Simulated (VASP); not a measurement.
# InP (F-43m) in VASP: notebook, part 2 of 2

VASP 6.6.1. The steps go on from the part before.

**4. Electric field gradients, PBE**

This run uses another cell than the first one, of 25.17 Å³/atom, 0.952 times its volume.

INCAR

```
SYSTEM = InP
PREC = Accurate
ENCUT = 520
EDIFF = 1E-8
ISMEAR = -1
SIGMA = 0.03
LREAL = .FALSE.
LASPH = .TRUE.
NELM = 60
ALGO = Normal
ISIF = 2
LWAVE = .FALSE.
LCHARG = .FALSE.
GGA = PE
LEFG = .TRUE.
NBANDS = 16
```

KPOINTS

```
regular mesh
0
G
  3 3 3
  0 0 0
```

POSCAR

```
InP
1.0
    0.0000000000      2.9305000000      2.9305000000
    2.9305000000      0.0000000000      2.9305000000
    2.9305000000      2.9305000000      0.0000000000
In P
1 1
Direct
    0.0000000000      0.0000000000      0.0000000000
    0.7500000000      0.7500000000      0.7500000000
```

Potentials or basis: VASP PAW PBE potentials, release 64 (In_d, P).

Launch:

```console
$ cat potpaw_PBE.64/In_d/POTCAR potpaw_PBE.64/P/POTCAR > POTCAR
$ mpirun -np 1 vasp_std > vasp.out
```

OUTCAR:

```text
SYSTEM = InP
   PREC = Accurate
   ENCUT = 520
   EDIFF = 1E-8
   ISMEAR = -1
   LREAL = .FALSE.
   LASPH = .TRUE.
   NELM = 60
   ISIF = 2
   GGA = PE

 ion  position               nearest neighbor table
   1  0.000  0.000  0.000-   2 2.54   2 2.54   2 2.54   2 2.54
   2  0.750  0.750  0.750-   1 2.54   1 2.54   1 2.54   1 2.54

  LATTYP: Found a face centered cubic cell.
 ALAT       =     5.8610000000

  Lattice vectors:

 A1 = (   0.0000000000,   2.9305000000,   2.9305000000)
 A2 = (   2.9305000000,   0.0000000000,   2.9305000000)
 A3 = (   2.9305000000,   2.9305000000,   0.0000000000)

Analysis of symmetry for initial positions (statically):
=====================================================================
 Subroutine PRICEL returns:
 Original cell was already a primitive cell.

 Routine SETGRP: Setting up the symmetry group for a
 face centered cubic supercell.

 Subroutine GETGRP returns: Found 24 space group operations
 (whereof 24 operations were pure point group operations)
 out of a pool of 48 trial point group operations.

The static configuration has the point symmetry T_d .

Analysis of symmetry for dynamics (positions and initial velocities):
=====================================================================
 Subroutine PRICEL returns:
 Original cell was already a primitive cell.

 Routine SETGRP: Setting up the symmetry group for a
 face centered cubic supercell.

 Subroutine GETGRP returns: Found 24 space group operations
 (whereof 24 operations were pure point group operations)
 out of a pool of 48 trial point group operations.

[... 136 lines left out ...]
      2      -9.0036      2.00000
      3      -9.0036      2.00000
      4      -8.8575      2.00000
      5      -8.8575      2.00000
      6      -6.2196      2.00000
[... 53 lines left out ...]
      3      -8.9250      2.00000
      4      -8.8710      2.00000
      5      -8.8454      2.00000
      6      -3.9684      2.00000
[... 8 lines left out ...]
     15      14.4698      0.00000
     16      18.4253      0.00000

------------------------ aborting loop because EDIFF is reached ----------------------------------------

  FORCE on cell =-STRESS in cart. coord.  units (eV):
  Direction    XX          YY          ZZ          XY          YZ          ZX
  --------------------------------------------------------------------------------------
  -------------------------------------------------------------------------------------
  Total        1.3030468      1.3030468      1.3030468     -0.0000000      0.0000000     -0.0000000
  in kB       41.4777708     41.4777708     41.4777708     -0.0000000      0.0000000     -0.0000000
  external PRESSURE =      41.4777708 kB  Pullay stress =       0.0000000 kB

 VOLUME and BASIS-vectors are now :
 -----------------------------------------------------------------------------
  energy-cutoff  :      520.00
  volume of cell :       50.33
      direct lattice vectors                 reciprocal lattice vectors
     0.000000000  2.930500000  2.930500000    -0.170619348  0.170619348  0.170619348
     2.930500000  0.000000000  2.930500000     0.170619348 -0.170619348  0.170619348
     2.930500000  2.930500000  0.000000000     0.170619348  0.170619348 -0.170619348

 POSITION                                       TOTAL-FORCE (eV/Angst)
 -----------------------------------------------------------------------------------
      0.00000      0.00000      0.00000        -0.000000     -0.000000     -0.000000
      4.39575      4.39575      4.39575         0.000000      0.000000      0.000000
 -----------------------------------------------------------------------------------
    total drift:                                0.000000      0.000000      0.000000

  FREE ENERGIE OF THE ION-ELECTRON SYSTEM (eV)
  ---------------------------------------------------
  free  energy   TOTEN  =        -7.9836045727 eV

  energy  without entropy=       -7.9836033827  energy(sigma->0) =       -7.98360398

 Electric field gradients (V/A^2)
---------------------------------------------------------------------
 ion       V_xx      V_yy      V_zz      V_xy      V_xz      V_yz
---------------------------------------------------------------------
   1      -0.000    -0.000     0.000     0.002     0.002     0.002
   2      -0.000     0.000     0.000    -0.000    -0.000    -0.000
---------------------------------------------------------------------

 Electric field gradients after diagonalization (V/A^2)
 (convention: |V_zz| > |V_xx| > |V_yy|)
----------------------------------------------------------------------
 ion       V_xx      V_yy      V_zz     asymmetry (V_yy - V_xx)/ V_zz
----------------------------------------------------------------------
   1      -0.002    -0.002     0.005       0.000
   2       0.000     0.000    -0.001       0.000
----------------------------------------------------------------------

           NMR quadrupolar parameters

 Cq : quadrupolar parameter    Cq=e*Q*V_zz/h
 eta: asymmetry parameters     (V_yy - V_xx)/ V_zz
 Q  : nuclear electric quadrupole moment in mb (millibarn)
----------------------------------------------------------------------
 ion       Cq(MHz)       eta       Q (mb)
----------------------------------------------------------------------
   1       0.000       0.000       1.000
   2      -0.000       0.000       1.000
----------------------------------------------------------------------
```

It took 4.5 s on 1 thread of Intel Xeon 6975P-C (Granite Rapids), shared host; peak memory 0.16 GiB.

Results:

- Free energy: -7.9836 eV
- Pressure: 4.1 GPa
- Band gap on the k mesh: 0.68 eV, direct

Levels at points of the mesh, in eV from the valence-band top:
```
           k point  band 6  band 7  band 8  band 9  band 10  band 11  band 12  band 13
(0.00, 0.00, 0.00)  -11.53    0.00    0.00    0.00     0.68     4.01     4.01     4.01
```

Caveat: the k points lie up to 0.62 Å⁻¹ apart; without QUAD_EFG the Cq values of the log hold for a quadrupole moment of 1 mb, not for the nuclei; spin-orbit coupling is left out, which moves the levels of the heavy elements. PBE gaps usually lie below the measured ones, often by a third to a half.

**5. Electric field gradients, PBE**

This run uses another cell than the first one, of 25.17 Å³/atom, 0.952 times its volume.

INCAR

```
SYSTEM = InP
ALGO = Normal
EDIFF = 1E-8
ENCUT = 520
GGA = PE
ISIF = 2
ISMEAR = -1
LASPH = .TRUE.
LCHARG = .FALSE.
LEFG = .TRUE.
LREAL = .FALSE.
LWAVE = .FALSE.
NBANDS = 16
NELM = 60
PREC = Accurate
SIGMA = 0.03
```

KPOINTS

```
k-points
0
G
  6 6 6
  0 0 0
```

POSCAR is that of step 4.

Potentials or basis: VASP PAW PBE potentials, release 64 (In_d, P).

Launch:

```console
$ cat potpaw_PBE.64/In_d/POTCAR potpaw_PBE.64/P/POTCAR > POTCAR
$ mpirun -np 1 vasp_std > vasp.out
```

OUTCAR:

```text
SYSTEM = InP
   EDIFF = 1E-8
   ENCUT = 520
   GGA = PE
   ISIF = 2
   ISMEAR = -1
   LASPH = .TRUE.
   LREAL = .FALSE.
   NELM = 60
   PREC = Accurate

 ion  position               nearest neighbor table
   1  0.000  0.000  0.000-   2 2.54   2 2.54   2 2.54   2 2.54
   2  0.750  0.750  0.750-   1 2.54   1 2.54   1 2.54   1 2.54

  LATTYP: Found a face centered cubic cell.
 ALAT       =     5.8610000000

  Lattice vectors:

 A1 = (   0.0000000000,   2.9305000000,   2.9305000000)
 A2 = (   2.9305000000,   0.0000000000,   2.9305000000)
[... 504 lines left out ...]
  ---------------------------------------------------
  free  energy   TOTEN  =        -8.3700907493 eV

  energy  without entropy=       -8.3700906598  energy(sigma->0) =       -8.37009070

 Electric field gradients (V/A^2)
---------------------------------------------------------------------
 ion       V_xx      V_yy      V_zz      V_xy      V_xz      V_yz
---------------------------------------------------------------------
   1       0.000    -0.000     0.000     0.002     0.002     0.002
   2      -0.000     0.000    -0.000    -0.000    -0.000    -0.000
---------------------------------------------------------------------

 Electric field gradients after diagonalization (V/A^2)
 (convention: |V_zz| > |V_xx| > |V_yy|)
----------------------------------------------------------------------
 ion       V_xx      V_yy      V_zz     asymmetry (V_yy - V_xx)/ V_zz
----------------------------------------------------------------------
   1      -0.002    -0.002     0.005       0.000
   2       0.000     0.000    -0.001       0.000
----------------------------------------------------------------------

           NMR quadrupolar parameters

 Cq : quadrupolar parameter    Cq=e*Q*V_zz/h
 eta: asymmetry parameters     (V_yy - V_xx)/ V_zz
 Q  : nuclear electric quadrupole moment in mb (millibarn)
----------------------------------------------------------------------
 ion       Cq(MHz)       eta       Q (mb)
----------------------------------------------------------------------
   1       0.000       0.000       1.000
   2      -0.000       0.000       1.000
----------------------------------------------------------------------
```

OSZICAR:

```text
N       E                     dE             d eps       ncg     rms          rms(c)
DAV:   1     0.108567540150E+03    0.10857E+03   -0.84743E+03   512   0.127E+03
DAV:   2    -0.177337478962E+01   -0.11034E+03   -0.10652E+03   584   0.289E+02
DAV:   3    -0.861504318372E+01   -0.68417E+01   -0.68117E+01   672   0.718E+01
DAV:   4    -0.878747930946E+01   -0.17244E+00   -0.17238E+00   640   0.124E+01
DAV:   5    -0.879683604097E+01   -0.93567E-02   -0.93565E-02   760   0.242E+00    0.570E+00
DAV:   6    -0.839891042739E+01    0.39793E+00   -0.62283E-01   816   0.130E+01    0.343E+00
DAV:   7    -0.836871657064E+01    0.30194E-01   -0.16128E-01   736   0.322E+00    0.126E+00
DAV:   8    -0.836921213429E+01   -0.49556E-03   -0.16134E-02   672   0.149E+00    0.334E-01
DAV:   9    -0.836985568304E+01   -0.64355E-03   -0.13114E-03   616   0.375E-01    0.161E-01
DAV:  10    -0.837001517701E+01   -0.15949E-03   -0.25613E-04   784   0.218E-01    0.104E-01
DAV:  11    -0.837009094453E+01   -0.75768E-04   -0.12507E-04   576   0.102E-01    0.477E-02
DAV:  12    -0.837009014961E+01    0.79492E-06   -0.80732E-06   608   0.265E-02    0.121E-02
DAV:  13    -0.837009057656E+01   -0.42695E-06   -0.16225E-06   624   0.624E-03    0.938E-03
DAV:  14    -0.837009072337E+01   -0.14681E-06   -0.19612E-07   680   0.459E-03    0.172E-03
DAV:  15    -0.837009075025E+01   -0.26874E-07   -0.16379E-08   600   0.101E-03    0.141E-03
DAV:  16    -0.837009074935E+01    0.89767E-09   -0.43927E-09   504   0.532E-04
   1 F= -.83700907E+01 E0= -.83700907E+01  d E =-.895536E-07
```

Run time: 7.8 s. Hardware: 1 thread of Intel Xeon 6975P-C (Granite Rapids), shared host; peak memory 0.17 GiB.

What came out:

```yaml
Free_energy: -8.3701 eV
Pressure: 3.3 GPa
Band_gap_on_the_k_mesh: 0.71 eV, direct
```

Caveat: without QUAD_EFG the Cq values of the log hold for a quadrupole moment of 1 mb, not for the nuclei; spin-orbit coupling is left out, which moves the levels of the heavy elements. As with any semilocal functional, this PBE gap is likely too small.

**6. Electric field gradients, PBE**

This run uses another cell than the first one, of 25.17 Å³/atom, 0.952 times its volume.

INCAR

```
SYSTEM = InP
  ALGO = Normal
  EDIFF = 1E-8
  ENCUT = 520
  GGA = PE
  ISIF = 2
  ISMEAR = -1
  LASPH = .True.
  LCHARG = .False.
  LEFG = .True.
  LREAL = .False.
  LWAVE = .False.
  NBANDS = 16
  NELM = 60
  PREC = Accurate
  SIGMA = 0.03
```

KPOINTS

```
k-points
0
Gamma
  8 8 8
  0 0 0
```

POSCAR is that of step 5.

Potentials or basis: VASP PAW PBE potentials, release 64 (In_d, P).

Launch:

```console
$ cat potpaw_PBE.64/In_d/POTCAR potpaw_PBE.64/P/POTCAR > POTCAR
$ mpirun -np 1 vasp_std > vasp.out
```

OUTCAR:

```text
SYSTEM = InP
   EDIFF = 1E-8
   ENCUT = 520
   GGA = PE
   ISIF = 2
   ISMEAR = -1
   LASPH = .True.
   LREAL = .False.
   NELM = 60
   PREC = Accurate

 ion  position               nearest neighbor table
   1  0.000  0.000  0.000-   2 2.54   2 2.54   2 2.54   2 2.54
   2  0.750  0.750  0.750-   1 2.54   1 2.54   1 2.54   1 2.54

  LATTYP: Found a face centered cubic cell.
 ALAT       =     5.8610000000

  Lattice vectors:

 A1 = (   0.0000000000,   2.9305000000,   2.9305000000)
 A2 = (   2.9305000000,   0.0000000000,   2.9305000000)
 A3 = (   2.9305000000,   2.9305000000,   0.0000000000)

Analysis of symmetry for initial positions (statically):
=====================================================================
 Subroutine PRICEL returns:
 Original cell was already a primitive cell.

 Routine SETGRP: Setting up the symmetry group for a
 face centered cubic supercell.

 Subroutine GETGRP returns: Found 24 space group operations
[... 642 lines left out ...]
  volume of cell :       50.33
      direct lattice vectors                 reciprocal lattice vectors
     0.000000000  2.930500000  2.930500000    -0.170619348  0.170619348  0.170619348
     2.930500000  0.000000000  2.930500000     0.170619348 -0.170619348  0.170619348
     2.930500000  2.930500000  0.000000000     0.170619348  0.170619348 -0.170619348

 POSITION                                       TOTAL-FORCE (eV/Angst)
 -----------------------------------------------------------------------------------
      0.00000      0.00000      0.00000        -0.000000     -0.000000     -0.000000
      4.39575      4.39575      4.39575         0.000000      0.000000      0.000000
 -----------------------------------------------------------------------------------
    total drift:                                0.000000      0.000000      0.000000

  FREE ENERGIE OF THE ION-ELECTRON SYSTEM (eV)
  ---------------------------------------------------
  free  energy   TOTEN  =        -8.3807873194 eV

  energy  without entropy=       -8.3807872824  energy(sigma->0) =       -8.38078730

 Electric field gradients (V/A^2)
---------------------------------------------------------------------
 ion       V_xx      V_yy      V_zz      V_xy      V_xz      V_yz
---------------------------------------------------------------------
   1      -0.000    -0.000     0.000     0.002     0.002     0.002
   2      -0.000    -0.000    -0.000    -0.000    -0.000    -0.000
---------------------------------------------------------------------

 Electric field gradients after diagonalization (V/A^2)
 (convention: |V_zz| > |V_xx| > |V_yy|)
----------------------------------------------------------------------
 ion       V_xx      V_yy      V_zz     asymmetry (V_yy - V_xx)/ V_zz
----------------------------------------------------------------------
   1      -0.002    -0.002     0.005       0.000
   2       0.000     0.000    -0.001       0.000
----------------------------------------------------------------------

           NMR quadrupolar parameters

 Cq : quadrupolar parameter    Cq=e*Q*V_zz/h
 eta: asymmetry parameters     (V_yy - V_xx)/ V_zz
 Q  : nuclear electric quadrupole moment in mb (millibarn)
----------------------------------------------------------------------
 ion       Cq(MHz)       eta       Q (mb)
----------------------------------------------------------------------
   1       0.000       0.000       1.000
   2      -0.000       0.000       1.000
----------------------------------------------------------------------
```

Run time: 13 s. Hardware: 1 thread of Intel Xeon 6975P-C (Granite Rapids), shared host; peak memory 0.18 GiB.

What came out:

| Quantity | Value |
| --- | --- |
| Free energy | -8.3808 eV |
| Pressure | 3.3 GPa |
| Band gap on the k mesh | 0.71 eV, direct |

Caveat: without QUAD_EFG the Cq values of the log hold for a quadrupole moment of 1 mb, not for the nuclei; spin-orbit coupling is left out, which moves the levels of the heavy elements. PBE gaps usually lie below the measured ones, often by a third to a half.

**7. Summary**

```tsv
cell	k mesh	gap on the mesh (eV)	pressure (GPa)
a = 4.212 Å, angles 60.0°, 2 atoms	11 × 11 × 11	0.45	0.0
a = 4.144 Å, angles 60.0°, 2 atoms	3 × 3 × 3	0.68	4.1
a = 4.144 Å, angles 60.0°, 2 atoms	6 × 6 × 6	0.71	3.3
a = 4.144 Å, angles 60.0°, 2 atoms	8 × 8 × 8	0.71	3.3
```

Alike in all rows: task electric field gradients; level PBE; potentials or basis VASP PAW PBE potentials, release 64 (In_d, P); no spin polarisation; cutoff (eV) 520; smearing fermi-dirac 0.03 eV.

Caveats: some runs use coarse meshes; spin-orbit coupling is left out, which moves the levels of the heavy elements.

Total energies depend on the potentials used, so only differences within one code and one set of settings carry meaning.
